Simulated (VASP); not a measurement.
# Sn (Fd-3m) in VASP: notebook

Runs on Sn. Level: PBE. Tasks: single point.

Program: VASP 6.6.1. These are calculated values, not measurements. Logs are shortened: lines on timing, memory, paths and dates and some standing lists are left out, and cuts for length are marked.

## 1. The cell of the first run

The structure is cubic, space group Fd-3m (No. 227). The conventional cell has a = 6.539 Å, b = 6.539 Å, c = 6.539 Å, α = 90.00°, β = 90.00°, γ = 90.00°. Sn (site symmetry -43m) has 4 Sn at 2.83 Å within 3.7 Å.

## 2. Single point, PBE

INCAR

```
PREC     = Accurate       # precision mode
ENCUT    = 500            # plane-wave cutoff, eV
EDIFF    = 1E-6           # SCF threshold, eV
ISMEAR   = 0              # smearing method
SIGMA    = 0.05           # smearing width, eV
LREAL    = False          # projectors in reciprocal space
LASPH    = True           # aspherical terms in the spheres
NELM     = 120            # most SCF steps
ALGO     = Normal         # electronic algorithm
ISIF     = 2              # what is computed and relaxed
LWAVE    = False          # write WAVECAR
LCHARG   = False          # write CHGCAR
GGA      = PE             # functional
NBANDS   = 21             # bands
GGA_COMPAT= False
```

KPOINTS

```
regular mesh
0
Gamma
  6 6 6
```

POSCAR

```
Sn
1.0
    0.0000000000      3.2694206499      3.2694206499
    3.2694206499      0.0000000000      3.2694206499
    3.2694206499      3.2694206499      0.0000000000
Sn
2
Direct
    0.7500000000      0.7500000000      0.7500000000
    0.5000000000      0.5000000000      0.5000000000
```

Potentials or basis: VASP PAW PBE potentials, release 64 (Sn_d).

Run with:

```console
> cat potpaw_PBE.64/Sn_d/POTCAR > POTCAR
> mpirun -np 1 vasp_std > vasp.out
```

OUTCAR:

```text
PREC = Accurate
   ENCUT = 500
   EDIFF = 1E-6
   ISMEAR = 0
   LREAL = False
   LASPH = True
   NELM = 120
   ISIF = 2
   GGA = PE

 ion  position               nearest neighbor table
   1  0.750  0.750  0.750-   2 2.83   2 2.83   2 2.83   2 2.83
   2  0.500  0.500  0.500-   1 2.83   1 2.83   1 2.83   1 2.83

  LATTYP: Found a face centered cubic cell.
 ALAT       =     6.5388412998

  Lattice vectors:

 A1 = (   0.0000000000,   3.2694206499,   3.2694206499)
 A2 = (   3.2694206499,   0.0000000000,   3.2694206499)
 A3 = (   3.2694206499,   3.2694206499,   0.0000000000)

Analysis of symmetry for initial positions (statically):
=====================================================================
 Subroutine PRICEL returns:
 Original cell was already a primitive cell.

 Routine SETGRP: Setting up the symmetry group for a
 face centered cubic supercell.

 Subroutine GETGRP returns: Found 48 space group operations
 (whereof 24 operations were pure point group operations)
 out of a pool of 48 trial point group operations.

The static configuration has the point symmetry T_d .
 The point group associated with its full space group is O_h .

Analysis of symmetry for dynamics (positions and initial velocities):
=====================================================================
 Subroutine PRICEL returns:
 Original cell was already a primitive cell.

 Routine SETGRP: Setting up the symmetry group for a
 face centered cubic supercell.

 Subroutine GETGRP returns: Found 48 space group operations
 (whereof 24 operations were pure point group operations)
 out of a pool of 48 trial point group operations.

The dynamic configuration has the point symmetry T_d .
 The point group associated with its full space group is O_h .

 Subroutine INISYM returns: Found 48 space group operations
 (whereof 24 operations are pure point group operations),
 and found     1 'primitive' translations

----------------------------------------------------------------------------------------

                                     Primitive cell

  volume of cell :      69.8944

  direct lattice vectors                    reciprocal lattice vectors
     0.000000000  3.269420650  3.269420650    -0.152932294  0.152932294  0.152932294
     3.269420650  0.000000000  3.269420650     0.152932294 -0.152932294  0.152932294
     3.269420650  3.269420650  0.000000000     0.152932294  0.152932294 -0.152932294

  length of vectors
     4.623659024  4.623659024  4.623659024     0.264886503  0.264886503  0.264886503

  position of ions in fractional coordinates (direct lattice)
     0.750000000  0.750000000  0.750000000
     0.500000000  0.500000000  0.500000000

  ion indices of the primitive-cell ions
   primitive index   ion index
                 1           1
                 2           2

----------------------------------------------------------------------------------------

 KPOINTS: regular mesh

Automatic generation of k-mesh.
 Grid dimensions read from file:
 generate k-points for:    6    6    6

 Generating k-lattice:

  Cartesian coordinates                     Fractional coordinates (reciprocal lattice)
    -0.025488716  0.025488716  0.025488716     0.166666667  0.000000000  0.000000000
     0.025488716 -0.025488716  0.025488716     0.000000000  0.166666667  0.000000000
     0.025488716  0.025488716 -0.025488716     0.000000000  0.000000000  0.166666667

  Length of vectors
     0.044147751  0.044147751  0.044147751

  Shift w.r.t. Gamma in fractional coordinates (k-lattice)
     0.000000000  0.000000000  0.000000000

 Subroutine IBZKPT returns following result:
 ===========================================

 Found     16 irreducible k-points:

 Following reciprocal coordinates:
            Coordinates               Weight
  0.000000  0.000000  0.000000      1.000000
  0.166667  0.000000  0.000000      8.000000
  0.333333  0.000000  0.000000      8.000000
  0.500000  0.000000  0.000000      4.000000
  0.166667  0.166667  0.000000      6.000000
  0.333333  0.166667  0.000000     24.000000
[... 8 lines left out ...]
 -0.333333  0.333333  0.166667     24.000000
 -0.333333  0.500000  0.166667     12.000000
   k-points           NKPTS =     16   k-points in BZ     NKDIM =     16   number of bands    NBANDS=     21
   number of dos      NEDOS =    301   number of ions     NIONS =      2
   total plane-waves  NPLWV =  46656
   dimension x,y,z NGX =    36 NGY =   36 NGZ =   36
   dimension x,y,z NGXF=    72 NGYF=   72 NGZF=   72
   ions per type =               2
   NGX,Y,Z   is equivalent  to a cutoff of  12.94, 12.94, 12.94 a.u.
   NGXF,Y,Z  is equivalent  to a cutoff of  25.89, 25.89, 25.89 a.u.
 SYSTEM =  unknown system
   PREC   = accura    normal or accurate (medium, high low for compatibility)
   ISTART =      0    job   : 0-new  1-cont  2-samecut
   ICHARG =      2    charge: 1-file 2-atom 10-const
   ISPIN  =      1    spin polarized calculation?
   LNONCOLLINEAR =      F non collinear calculations
   LSORBIT =      F    spin-orbit coupling
   LASPH  =      T    aspherical Exc in radial PAW
   ENCUT  =  500.0 eV  36.75 Ry    6.06 a.u.   8.43  8.43  8.43*2*pi/ulx,y,z
   NELM   =    120;   NELMIN=  2; NELMDL= -5     # of ELM steps
   EDIFF  = 0.1E-05   stopping-criterion for ELM
   LREAL  =      F    real-space projection
   EDIFFG = 0.1E-04   stopping-criterion for IOM
   NSW    =      0    number of steps for IOM
   IBRION =     -1    ionic relax: 0-MD 1-quasi-New 2-CG
   NFREE  =      0    steps in history (QN), initial steepest desc. (CG)
   ISIF   =      2    stress and relaxation
   ISYM   =      2    0-nonsym 1-usesym 2-fastsym
   POTIM  = 0.5000    time-step for ionic-motion
   TEBEG  =    0.0;   TEEND  =   0.0 temperature during run
   PSTRESS=    0.0 pullay stress
   NELECT =      28.0000    total number of electrons
   NUPDOWN=      -1.0000    fix difference up-down
   EMIN   =  10.00;   EMAX   =-10.00  energy-range for DOS
   EFERMI =   0.00;   METHOD = LEGACY
   ISMEAR =     0;   SIGMA  =   0.05  broadening in eV -4-tet -1-fermi 0-gaus
   EFERMI_NEDOS =   21; number of points for ismear=-14 and -15
   IALGO  =     38    algorithm
   IMIX   =      4    mixing-type and parameters
     AMIX     =   0.40;   BMIX     =  1.00
     AMIX_MAG =   1.60;   BMIX_MAG =  1.00
  volume/ion in A,a.u.               =      34.95       235.84
  Fermi-wavevector in a.u.,A,eV,Ry     =   1.206832  2.280581 19.816107  1.456443
  Thomas-Fermi vector in A             =   2.342487
   LORBIT       =      0    0 simple, 1 ext, 2 COOP (PROOUT), +10 PAW based schemes
   GGA     = PE    functional components
   LHFCALC =     F    Hartree Fock is set to
   AEXX    =    0.0000 exact exchange contribution
   IVDW    =     0    specifies the selected vdW correction
   LEPSILON=     F    determine dielectric tensor
   LRPA    =     F    only Hartree local field effects (RPA)
 non-spin polarized calculation
 Gauss-broadening in eV      SIGMA  =   0.05
  energy-cutoff  :      500.00
  volume of cell :       69.89
 maximum number of plane-waves:      1807
 NGX is ok and might be reduce to    36
   NGX = 17   NGY = 17   NGZ = 17

 number of electron      27.9999986 magnetization

 Free energy of the ion-electron system (eV)
  ---------------------------------------------------
  ext. energy  EPLUGINS =         0.00000000
  ---------------------------------------------------
  free energy    TOTEN  =        -7.63524257 eV

  energy without entropy =       -7.63471993  energy(sigma->0) =       -7.63498125

 E-fermi :   5.3598     XC(G=0):  -8.7709

 val. band max:        5.0674977064   @ k =   0.1667   0.0000   0.0000
 cond. band min:       5.3598192670   @ k =   0.5000   0.0000   0.0000
 fundamental gap:      0.2923215606
 Fermi energy:         5.3598153479

 k-point     1 :       0.0000    0.0000    0.0000
  band No.  band energies     occupation
      1     -16.2275      2.00000
      2     -16.2275      2.00000
      3     -16.2275      2.00000
      4     -16.1712      2.00000
      5     -16.1712      2.00000
      6     -15.8803      2.00000
[... 13 lines left out ...]
     20      13.3136      0.00000
     21      13.3137      0.00000

 k-point     2 :       0.1667    0.0000    0.0000
  band No.  band energies     occupation
      1     -16.2427      2.00000
      2     -16.2427      2.00000
      3     -16.2214      2.00000
      4     -16.1492      2.00000
      5     -16.1492      2.00000
      6     -15.9095      2.00000
[... 13 lines left out ...]
     20      12.2993      0.00000
     21      12.2993      0.00000

 k-point     3 :       0.3333    0.0000    0.0000
  band No.  band energies     occupation
      1     -16.2575      2.00000
      2     -16.2575      2.00000
      3     -16.2087      2.00000
      4     -16.1227      2.00000
      5     -16.1227      2.00000
      6     -15.9318      2.00000
[... 13 lines left out ...]
     20      12.7027      0.00000
     21      12.7027      0.00000

 k-point     4 :       0.5000    0.0000    0.0000
  band No.  band energies     occupation
      1     -16.2617      2.00000
      2     -16.2617      2.00000
      3     -16.2019      2.00000
      4     -16.1143      2.00000
      5     -16.1143      2.00000
      6     -15.9379      2.00000
[... 13 lines left out ...]
     20      14.1224      0.00000
     21      14.1322      0.00000

 k-point     5 :       0.1667    0.1667    0.0000
  band No.  band energies     occupation
      1     -16.2412      2.00000
      2     -16.2412      2.00000
      3     -16.2355      2.00000
      4     -16.1508      2.00000
      5     -16.1238      2.00000
      6     -15.9528      2.00000
[... 13 lines left out ...]
     20      11.9678      0.00000
     21      13.6198      0.00000
[... 190 lines left out ...]
     20      14.5627      0.00000
     21      15.7398      0.00000

 k-point    14 :       0.5000    0.3333    0.1667
  band No.  band energies     occupation
      1     -16.2816      2.00000
      2     -16.2762      2.00000
      3     -16.1710      2.00000
      4     -16.0957      2.00000
      5     -16.0519      2.00000
      6     -16.0254      2.00000
[... 13 lines left out ...]
     20      13.4017      0.00000
     21      15.1037      0.00000

 k-point    15 :      -0.3333    0.3333    0.1667
  band No.  band energies     occupation
      1     -16.2945      2.00000
      2     -16.2808      2.00000
      3     -16.1402      2.00000
      4     -16.0708      2.00000
      5     -16.0430      2.00000
      6     -16.0301      2.00000
[... 13 lines left out ...]
     20      14.6648      0.00000
     21      15.0499      0.00000

 k-point    16 :      -0.3333    0.5000    0.1667
  band No.  band energies     occupation
      1     -16.2888      2.00000
      2     -16.2888      2.00000
      3     -16.1107      2.00000
      4     -16.1107      2.00000
      5     -16.0244      2.00000
      6     -16.0244      2.00000
[... 13 lines left out ...]
     20      14.3360      0.00000
     21      15.5452      0.00000

------------------------ aborting loop because EDIFF is reached ----------------------------------------

  FORCE on cell =-STRESS in cart. coord.  units (eV):
  Direction    XX          YY          ZZ          XY          YZ          ZX
  --------------------------------------------------------------------------------------
  -------------------------------------------------------------------------------------
  Total        0.9497315      0.9497315      0.9497315      0.0000000      0.0000000     -0.0000000
  in kB       21.7705323     21.7705323     21.7705323      0.0000000      0.0000000     -0.0000000
  external PRESSURE =      21.7705323 kB  Pullay stress =       0.0000000 kB

 VOLUME and BASIS-vectors are now :
 -----------------------------------------------------------------------------
  energy-cutoff  :      500.00
  volume of cell :       69.89
      direct lattice vectors                 reciprocal lattice vectors
     0.000000000  3.269420650  3.269420650    -0.152932294  0.152932294  0.152932294
     3.269420650  0.000000000  3.269420650     0.152932294 -0.152932294  0.152932294
     3.269420650  3.269420650  0.000000000     0.152932294  0.152932294 -0.152932294

 POSITION                                       TOTAL-FORCE (eV/Angst)
 -----------------------------------------------------------------------------------
      4.90413      4.90413      4.90413         0.000000      0.000000      0.000000
      3.26942      3.26942      3.26942        -0.000000     -0.000000     -0.000000
 -----------------------------------------------------------------------------------
    total drift:                                0.000000      0.000000      0.000000

  FREE ENERGIE OF THE ION-ELECTRON SYSTEM (eV)
  ---------------------------------------------------
  free  energy   TOTEN  =        -7.6352425704 eV

  energy  without entropy=       -7.6347199338  energy(sigma->0) =       -7.63498125
```

Run time: 19 s. Hardware: 1 thread of Intel Xeon 6975P-C, shared host; peak memory 0.2 GiB.

Results:

```
Free energy            : -7.6352 eV
Pressure               : 2.2 GPa
Band gap on the k mesh : zero (band 14 reaches 5.50 eV, above the bottom of band 15 at 5.36 eV)
```

Levels at points of the mesh, in eV from the Fermi level:
```csv
k point,band 10,band 11,band 12,band 13,band 14,band 15,band 16,band 17,band 18,band 19
"(0.00, 0.00, 0.00)",-21.23,-10.40,-0.74,0.14,0.14,0.14,2.21,2.21,2.21,5.06
"(0.50, 0.00, 0.00)",-21.19,-8.83,-6.16,-1.03,-1.03,0.00,3.27,3.27,5.72,8.47
"(0.50, 0.50, 0.00)",-21.17,-7.38,-7.38,-2.34,-2.34,0.90,0.90,7.63,7.63,9.20
```

Caveat: spin-orbit coupling is left out, which moves the levels of the heavy elements.

[end of part 1 of 2]
